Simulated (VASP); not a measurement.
# HPt16 (a cell with a defect) in VASP: single point with PBE

Aim: the single point of HPt16 (a cell with a defect) with PBE.

All numbers are computed with VASP 6.6.1; they aren't measurements. Logs are shortened: lines on timing, memory, paths and dates and some standing lists are left out, and cuts for length are marked.

## (1) The cell of the first run

The cell holds a defect, 17 atoms: a = 7.055 Å, b = 7.055 Å, c = 7.055 Å, α = 109.47°, β = 109.47°, γ = 109.47°.

## (2) Single point, PBE

Contents of INCAR:

```
SYSTEM = HPt16
PREC = Accurate ; ENCUT = 400
EDIFF = 1E-6 ; ISMEAR = -1
SIGMA = 1.0 ; LREAL = .FALSE.
LASPH = .TRUE. ; NELM = 120
ALGO = Normal ; ISIF = 2
LWAVE = .FALSE. ; LCHARG = .FALSE.
GGA = PE ; NBANDS = 94
GGA_COMPAT = .FALSE.
```

Contents of KPOINTS:

```
regular mesh
0
G
  3 3 3
  0 0 0
```

Contents of POSCAR:

```
HPt16
1.0
   -4.0729267900      4.0729267900      4.0729267900
    4.0729267900     -4.0729267900      4.0729267900
    4.0729267900      4.0729267900     -4.0729267900
Pt H
16 1
Direct
   -0.0083291455     -0.0196576084      0.0030945805
   -0.0076923799      0.2494268992      0.7352096304
   -0.0039642254      0.5010190718      0.5015069274
   -0.0039798162      0.7474162088      0.2550188239
    0.2474570627     -0.0012492245      0.7525911115
    0.2480814294      0.2494602904      0.5013907947
    0.2608356484      0.5186093708      0.2722814716
    0.2482338996      0.7476042799      0.0033663753
    0.4981782400      0.0033612193      0.5054285545
    0.4981233655      0.2494579580      0.2538953076
    0.4981762758      0.5001798719      0.0032975059
    0.4980720510      0.7515246794      0.7570946297
    0.7444837966     -0.0020923529      0.2499490053
    0.7437386322      0.2494594311      0.0033867537
    0.7443056692      0.4955928756      0.7515502138
    0.7501042021      0.7513167208      0.5052203504
    0.1002939707      0.2495328427      0.0048203665
```

Potentials or basis: VASP PAW PBE potentials, release 64 (Pt, H).

Started as:

```
$ cat potpaw_PBE.64/Pt/POTCAR potpaw_PBE.64/H/POTCAR > POTCAR
$ mpirun -np 1 vasp_std > vasp.out
```

OUTCAR:

```text
SYSTEM = HPt16
   PREC = Accurate
   ENCUT = 400
   EDIFF = 1E-6
   ISMEAR = -1
   LREAL = .FALSE.
   LASPH = .TRUE.
   NELM = 120
   ISIF = 2
   GGA = PE

 ion  position               nearest neighbor table
   1  0.992  0.980  0.003-  17 1.79  15 2.79   4 2.79   8 2.82  12 2.85  13 2.85  16 2.87   6 2.87
                             5 2.92  10 2.92  14 2.98   2 3.09   7 3.10
   2  0.992  0.249  0.735-  17 1.80  13 2.80   3 2.80   6 2.82   9 2.85  15 2.85  16 2.87   8 2.87
                             5 2.92  11 2.92  14 2.98   1 3.09   7 3.09
   3  0.996  0.501  0.502-   2 2.80   4 2.84   7 2.85  16 2.86   5 2.87  10 2.87  14 2.87  15 2.89
                             8 2.89  12 2.89  13 2.90   6 2.90
   4  0.996  0.747  0.255-   1 2.79   3 2.84   7 2.85  16 2.86   5 2.87  11 2.87  14 2.87  13 2.89
                             6 2.89   9 2.89  15 2.90   8 2.90
   5  0.247  0.999  0.753-  14 2.86  16 2.86   4 2.87   3 2.87  12 2.87   9 2.87  10 2.89  11 2.89
                             6 2.89   8 2.89   2 2.92   1 2.92
   6  0.248  0.249  0.501-   2 2.82   9 2.86  15 2.86  10 2.87   7 2.87   1 2.87  11 2.89   5 2.89
                             4 2.89  12 2.89  13 2.90   3 2.90
   7  0.261  0.519  0.272-  17 1.79   9 2.79  12 2.79  16 2.82   4 2.85   3 2.85   8 2.87   6 2.87
                            11 2.92  10 2.92  14 2.98   2 3.09   1 3.10
   8  0.248  0.748  0.003-   1 2.82  12 2.86  13 2.86  11 2.86   7 2.87   2 2.87  10 2.89   3 2.89
                             5 2.89   9 2.89   4 2.90  15 2.90
   9  0.498  0.003  0.505-   7 2.79  15 2.84   2 2.85   6 2.86  10 2.87   5 2.87  14 2.87  13 2.89
                             8 2.89   4 2.89  12 2.90  16 2.90
  10  0.498  0.249  0.254-  14 2.86   6 2.87   9 2.87  15 2.87  13 2.87   3 2.87   5 2.89  11 2.89
                             8 2.89  16 2.89   7 2.92   1 2.92
  11  0.498  0.500  0.003-  14 2.86   8 2.86  12 2.87  13 2.87   4 2.87  15 2.87  10 2.89   5 2.89
                             6 2.89  16 2.89   2 2.92   7 2.92
  12  0.498  0.752  0.757-   7 2.79  13 2.84   1 2.85   8 2.86  11 2.87   5 2.87  14 2.87   3 2.89
                             6 2.89  15 2.89   9 2.90  16 2.90
  13  0.744  0.998  0.250-   2 2.80  12 2.84   1 2.85   8 2.86  11 2.87  10 2.87  14 2.87   9 2.89
                            16 2.89   4 2.89   3 2.90   6 2.90
  14  0.744  0.249  0.003-  10 2.86   5 2.86  11 2.86  12 2.87   4 2.87   9 2.87  15 2.87  13 2.87
                             3 2.87   2 2.98   1 2.98   7 2.98
  15  0.744  0.496  0.752-   1 2.79   9 2.84   2 2.85   6 2.86  10 2.87  11 2.87  14 2.87   3 2.89
                            16 2.89  12 2.89   4 2.90   8 2.90
  16  0.750  0.751  0.505-   7 2.82   4 2.86   3 2.86   5 2.86   1 2.87   2 2.87  10 2.89  13 2.89
                            11 2.89  15 2.89  12 2.90   9 2.90
  17  0.100  0.250  0.005-   7 1.79   1 1.79   2 1.80

  LATTYP: Found a body centered cubic cell.
 ALAT       =     8.1458535800

  Lattice vectors:

 A1 = (  -4.0729267900,   4.0729267900,   4.0729267900)
 A2 = (   4.0729267900,  -4.0729267900,   4.0729267900)
 A3 = (   4.0729267900,   4.0729267900,  -4.0729267900)

Analysis of symmetry for initial positions (statically):
=====================================================================
 Subroutine PRICEL returns:
 Original cell was already a primitive cell.

 Routine SETGRP: Setting up the symmetry group for a
 body centered cubic supercell.

 Subroutine GETGRP returns: Found  1 space group operations
 (whereof  1 operations were pure point group operations)
 out of a pool of 48 trial point group operations.

The static configuration has the point symmetry C_1 .

Analysis of symmetry for dynamics (positions and initial velocities):
=====================================================================
 Subroutine PRICEL returns:
 Original cell was already a primitive cell.

 Routine SETGRP: Setting up the symmetry group for a
 body centered cubic supercell.

 Subroutine GETGRP returns: Found  1 space group operations
 (whereof  1 operations were pure point group operations)
 out of a pool of 48 trial point group operations.

The dynamic configuration has the point symmetry C_1 .

 Subroutine INISYM returns: Found  1 space group operations
 (whereof  1 operations are pure point group operations),
 and found     1 'primitive' translations

----------------------------------------------------------------------------------------

                                     Primitive cell

  volume of cell :     270.2588

  direct lattice vectors                    reciprocal lattice vectors
    -4.072926790  4.072926790  4.072926790     0.000000000  0.122761843  0.122761843
     4.072926790 -4.072926790  4.072926790     0.122761843  0.000000000  0.122761843
     4.072926790  4.072926790 -4.072926790     0.122761843  0.122761843  0.000000000

  length of vectors
     7.054516136  7.054516136  7.054516136     0.173611464  0.173611464  0.173611464

  position of ions in fractional coordinates (direct lattice)
     0.991670855  0.980342392  0.003094580
[... 54 lines left out ...]

  Shift w.r.t. Gamma in fractional coordinates (k-lattice)
     0.000000000  0.000000000  0.000000000

 Subroutine IBZKPT returns following result:
 ===========================================

 Found     14 irreducible k-points:

 Following reciprocal coordinates:
            Coordinates               Weight
  0.000000  0.000000  0.000000      1.000000
  0.333333  0.000000  0.000000      2.000000
  0.000000  0.333333  0.000000      2.000000
  0.000000  0.000000  0.333333      2.000000
  0.333333  0.000000 -0.333333      2.000000
  0.333333 -0.333333  0.000000      2.000000
  0.000000  0.333333 -0.333333      2.000000
  0.333333  0.333333  0.000000      2.000000
  0.000000  0.333333  0.333333      2.000000
  0.333333  0.000000  0.333333      2.000000
 -0.333333 -0.333333 -0.333333      2.000000
 -0.333333  0.333333  0.333333      2.000000
  0.333333 -0.333333  0.333333      2.000000
  0.333333  0.333333 -0.333333      2.000000
   k-points           NKPTS =     14   k-points in BZ     NKDIM =     14   number of bands    NBANDS=     94
   number of dos      NEDOS =    301   number of ions     NIONS =     17
   total plane-waves  NPLWV = 110592
   dimension x,y,z NGX =    48 NGY =   48 NGZ =   48
   dimension x,y,z NGXF=    96 NGYF=   96 NGZF=   96
   ions per type =              16   1
   NGX,Y,Z   is equivalent  to a cutoff of  11.31, 11.31, 11.31 a.u.
   NGXF,Y,Z  is equivalent  to a cutoff of  22.62, 22.62, 22.62 a.u.
 SYSTEM =  HPt16
   PREC   = accura    normal or accurate (medium, high low for compatibility)
   ISTART =      0    job   : 0-new  1-cont  2-samecut
   ICHARG =      2    charge: 1-file 2-atom 10-const
   ISPIN  =      1    spin polarized calculation?
   LNONCOLLINEAR =      F non collinear calculations
   LSORBIT =      F    spin-orbit coupling
   LASPH  =      T    aspherical Exc in radial PAW
   ENCUT  =  400.0 eV  29.40 Ry    5.42 a.u.  11.50 11.50 11.50*2*pi/ulx,y,z
   NELM   =    120;   NELMIN=  2; NELMDL= -5     # of ELM steps
   EDIFF  = 0.1E-05   stopping-criterion for ELM
   LREAL  =      F    real-space projection
   EDIFFG = 0.1E-04   stopping-criterion for IOM
   NSW    =      0    number of steps for IOM
[... 5 lines left out ...]
   TEBEG  =    0.0;   TEEND  =   0.0 temperature during run
   PSTRESS=    0.0 pullay stress
   NELECT =     161.0000    total number of electrons
   NUPDOWN=      -1.0000    fix difference up-down
   EMIN   =  10.00;   EMAX   =-10.00  energy-range for DOS
   EFERMI =   0.00;   METHOD = LEGACY
   ISMEAR =    -1;   SIGMA  =   1.00  broadening in eV -4-tet -1-fermi 0-gaus
   EFERMI_NEDOS =   21; number of points for ismear=-14 and -15
   IALGO  =     38    algorithm
   IMIX   =      4    mixing-type and parameters
     AMIX     =   0.40;   BMIX     =  1.00
     AMIX_MAG =   1.60;   BMIX_MAG =  1.00
  volume/ion in A,a.u.               =      15.90       107.28
  Fermi-wavevector in a.u.,A,eV,Ry     =   1.377495  2.603089 25.816971  1.897494
  Thomas-Fermi vector in A             =   2.502644
   LORBIT       =      0    0 simple, 1 ext, 2 COOP (PROOUT), +10 PAW based schemes
   GGA     = PE    functional components
   LHFCALC =     F    Hartree Fock is set to
   AEXX    =    0.0000 exact exchange contribution
   IVDW    =     0    specifies the selected vdW correction
   LEPSILON=     F    determine dielectric tensor
   LRPA    =     F    only Hartree local field effects (RPA)
 non-spin polarized calculation
  energy-cutoff  :      400.00
  volume of cell :      270.26
 maximum number of plane-waves:      4935
 NGX is ok and might be reduce to    48
   NGX = 23   NGY = 23   NGZ = 23

 number of electron     161.0000002 magnetization

 Free energy of the ion-electron system (eV)
  ---------------------------------------------------
  ext. energy  EPLUGINS =         0.00000000
  ---------------------------------------------------
  free energy    TOTEN  =      -125.45663299 eV

  energy without entropy =      -82.15575387  energy(sigma->0) =     -103.80619343

 E-fermi :  10.1004     XC(G=0): -12.8603

 val. band max:        9.9705106963   @ k =   0.0000   0.3333   0.3333
 cond. band min:      10.1673141627   @ k =  -0.3333   0.3333   0.3333
 fundamental gap:      0.1968034664
 Fermi energy:        10.1004422118

 k-point     1 :       0.0000    0.0000    0.0000
  band No.  band energies     occupation
      1      -0.1639      1.99993
      2       1.7670      1.99952
      3       3.3537      1.99765
      4       3.3545      1.99765
      5       3.3927      1.99756
      6       3.7523      1.99651
[... 1319 lines left out ...]
     91      13.3031      0.07813
     92      13.8748      0.04488
 [bands above 92 left out]

------------------------ aborting loop because EDIFF is reached ----------------------------------------

  FORCE on cell =-STRESS in cart. coord.  units (eV):
  Direction    XX          YY          ZZ          XY          YZ          ZX
  --------------------------------------------------------------------------------------
  -------------------------------------------------------------------------------------
  Total        3.3003220      3.3459955      3.3309791      0.4238756     -0.4458651      0.4946820
  in kB       19.5653260     19.8360927     19.7470708      2.5128651     -2.6432256      2.9326271
  external PRESSURE =      19.7161632 kB  Pullay stress =       0.0000000 kB

 VOLUME and BASIS-vectors are now :
 -----------------------------------------------------------------------------
  energy-cutoff  :      400.00
  volume of cell :      270.26
      direct lattice vectors                 reciprocal lattice vectors
    -4.072926790  4.072926790  4.072926790     0.000000000  0.122761843  0.122761843
     4.072926790 -4.072926790  4.072926790     0.122761843  0.000000000  0.122761843
     4.072926790  4.072926790 -4.072926790     0.122761843  0.122761843  0.000000000

 POSITION                                       TOTAL-FORCE (eV/Angst)
 -----------------------------------------------------------------------------------
     -0.03354      0.05874      8.01926        -0.006481      0.015841     -0.015886
     -0.03124      6.02015      2.06304        -0.005256     -0.016099      0.006710
      0.02643      4.05877      4.05479        -0.006389     -0.000030      0.005887
      0.02613      2.05122      6.06222        -0.003157      0.006117     -0.000576
      6.12521      0.00528      2.01046         0.007138     -0.001333     -0.002892
      2.04774      2.03651     -0.01568        -0.007444      0.000985      0.007338
[... 9 lines left out ...]
      2.06266      2.05279      4.05745         0.000077      0.004543      0.004292
      0.62747     -0.58821      1.40519         0.006715     -0.035889     -0.007805
 -----------------------------------------------------------------------------------
    total drift:                               -0.000098     -0.000077      0.000232

  FREE ENERGIE OF THE ION-ELECTRON SYSTEM (eV)
  ---------------------------------------------------
  free  energy   TOTEN  =      -125.4566329942 eV

  energy  without entropy=      -82.1557538676  energy(sigma->0) =     -103.80619343
```

It took 37 min on 1 thread of Oxide Virtual Turin-like, shared host; peak memory 0.39 GiB.

Results:

```yaml
Free_energy: -125.4566 eV
Pressure: 2.0 GPa
Largest_force: 0.037 eV/Å
Band_gap_on_the_k_mesh: zero (an odd number of electrons rules out a gap without spin polarisation)
```

Forces on the atoms (eV/Å):
```
Pt  -0.006  0.016 -0.016
Pt  -0.005 -0.016  0.007
Pt  -0.006  0.000  0.006
Pt  -0.003  0.006 -0.001
Pt   0.007 -0.001 -0.003
Pt  -0.007  0.001  0.007
Pt   0.016  0.015  0.008
Pt  -0.005  0.006  0.000
Pt   0.001  0.005  0.005
Pt   0.006 -0.006 -0.007
Pt   0.004 -0.002 -0.008
Pt   0.001  0.005  0.003
Pt  -0.005 -0.002  0.006
Pt   0.002 -0.001 -0.003
Pt  -0.005  0.005 -0.002
Pt   0.000  0.005  0.004
H    0.007 -0.036 -0.008
```

Caveat: the k points lie up to 0.36 Å⁻¹ apart, too coarse for converged energies and pressures of a metal; the highest band is partly filled, so the run has too few bands; so wide a smearing shifts energies and pressures; spin-orbit coupling is left out, which moves the levels of the heavy elements.

The gap in the log of VASP goes by the Fermi energy; the results here count the filled bands.